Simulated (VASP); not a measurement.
The system is LaPPd3.

```
La Pd P
1.0
    -4.55706    4.55706    4.55706
     4.55706   -4.55706    4.55706
     4.55706    4.55706   -4.55706
La Pd P
4 12 4
Direct
  0.00000 0.00000 0.00000
  0.00000 0.50000 0.50000
  0.50000 0.00000 0.50000
  0.50000 0.50000 0.00000
  0.31704 0.31704 0.54009
  0.68296 0.22305 0.00000
  0.77695 0.77695 0.45991
  0.22305 0.68296 0.00000
  0.54009 0.31704 0.31704
  0.00000 0.68296 0.22305
  0.45991 0.77695 0.77695
  0.00000 0.22305 0.68296
  0.31704 0.54009 0.31704
  0.22305 0.00000 0.68296
  0.77695 0.45991 0.77695
  0.68296 0.00000 0.22305
  0.62023 0.62023 0.62023
  0.37977 0.00000 0.00000
  0.00000 0.00000 0.37977
  0.00000 0.37977 0.00000
```

* Program: VASP 6.6.1
* Task: relaxation of cell and atoms
* Functional: PBEsol
* Potentials or basis: VASP PAW PBE potentials, release 64 (La, Pd, P)
* Cutoff: 600 eV
* k mesh: 6 × 6 × 6
* Occupations: gaussian, width 0.1 eV
* Spin: no spin polarisation

At the start: pressure -5.7 GPa; volume 18.93 Å³/atom.

Q: How do energy, volume and symmetry change on relaxing?

A: Over 15 steps the energy falls by 16.0 meV/atom and the volume is 18.06 Å³/atom (-4.6 %); space group I-43m (No. 217, to 0.1 Å) before and after.

Step by step:
| step | energy change (eV) | largest force (eV/Å) | pressure (GPa) | volume (Å³) |
| --- | --- | --- | --- | --- |
| 1 | 0.0000 | 0.1837 | -5.72 | 378.54 |
| 2 | 0.1771 | 0.5182 | 8.64 | 342.71 |
| 3 | -0.3155 | 0.0905 | -0.10 | 361.94 |
| 4 | -0.3155 | 0.0969 | 0.03 | 361.61 |
| 5 | -0.3170 | 0.0607 | 0.04 | 361.48 |
| 6 | -0.3178 | 0.0325 | 0.04 | 361.32 |
| 7 | -0.3179 | 0.0387 | 0.05 | 361.26 |
| 8 | -0.3187 | 0.0243 | -0.08 | 361.54 |
| 9 | -0.3189 | 0.0135 | -0.18 | 361.77 |
| 10 | -0.3193 | 0.0056 | -0.03 | 361.42 |
| 11 | -0.3193 | 0.0066 | -0.01 | 361.32 |
| 12 | -0.3193 | 0.0070 | 0.01 | 361.28 |
| 13 | -0.3193 | 0.0066 | 0.01 | 361.29 |
| 14 | -0.3194 | 0.0053 | 0.01 | 361.30 |
| 15 | -0.3194 | 0.0039 | 0.00 | 361.30 |

Final structure:
```yaml
crystal:
  lattice:
    - [-4.48678, 4.48678, 4.48678]
    - [4.48678, -4.48678, 4.48678]
    - [4.48678, 4.48678, -4.48678]
  atoms:
    - { symbol: La, position: [0.00000, 0.00000, 0.00000] }
    - { symbol: La, position: [0.00000, 0.50000, 0.50000] }
    - { symbol: La, position: [0.50000, 0.00000, 0.50000] }
    - { symbol: La, position: [0.50000, 0.50000, 0.00000] }
    - { symbol: Pd, position: [0.31819, 0.31819, 0.54116] }
    - { symbol: Pd, position: [0.68181, 0.22297, 0.00000] }
    - { symbol: Pd, position: [0.77703, 0.77703, 0.45884] }
    - { symbol: Pd, position: [0.22297, 0.68181, 0.00000] }
    - { symbol: Pd, position: [0.54116, 0.31819, 0.31819] }
    - { symbol: Pd, position: [0.00000, 0.68181, 0.22297] }
    - { symbol: Pd, position: [0.45884, 0.77703, 0.77703] }
    - { symbol: Pd, position: [0.00000, 0.22297, 0.68181] }
    - { symbol: Pd, position: [0.31819, 0.54116, 0.31819] }
    - { symbol: Pd, position: [0.22297, 0.00000, 0.68181] }
    - { symbol: Pd, position: [0.77703, 0.45884, 0.77703] }
    - { symbol: Pd, position: [0.68181, 0.00000, 0.22297] }
    - { symbol: P, position: [0.62193, 0.62193, 0.62193] }
    - { symbol: P, position: [0.37807, 0.00000, 0.00000] }
    - { symbol: P, position: [0.00000, 0.00000, 0.37807] }
    - { symbol: P, position: [0.00000, 0.37807, 0.00000] }
```

Caveat: the PAW data sets were made with another functional, which shifts forces and pressure a little.
